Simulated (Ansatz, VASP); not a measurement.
**One calculation of KI, two programs**

```
CELL_PARAMETERS angstrom
0.00000 3.52455 3.45406
3.52455 0.00000 3.45406
3.52455 3.52455 0.00000
ATOMIC_POSITIONS crystal
K 0.00000 0.00000 0.00000
I 0.50000 0.50000 0.50000
```

Change from the starting cell: zz strain of -2 %, crystal datasets.

Alike in both runs: task electric field gradients; functional PBEsol; k mesh 8 × 8 × 8; occupations fermi-dirac, width 0.01 eV; no spin polarisation.

|  | VASP | Ansatz |
| --- | --- | --- |
| version | VASP 6.6.1 | Ansatz 0.2.0 |
| potentials or method | VASP PAW PBE potentials, release 64 (K_sv, I), cutoff 520 eV | all-electron PAW with datasets made for the crystal, scalar-relativistic |

VASP gave:

- gap on the k mesh at the Fermi level (eV): 3.87
- pressure (GPa): 0.1
- traceless stress, the component that is largest in VASP (GPa): 0.38
- size of Vzz on the site where it differs most (V/Å²): 5.5

**Question.** Estimate Ansatz's values.

**Answer.** gap on the k mesh at the Fermi level (eV): 3.87; pressure (GPa): 0.0; traceless stress, the component that is largest in VASP (GPa): 0.37; size of Vzz on the site where it differs most (V/Å²): 5.3.

VASP's potentials were made for PBE, not for PBEsol. Ansatz ran all-electron here, and VASP with PAW potentials.

Neither program's run includes spin-orbit coupling.
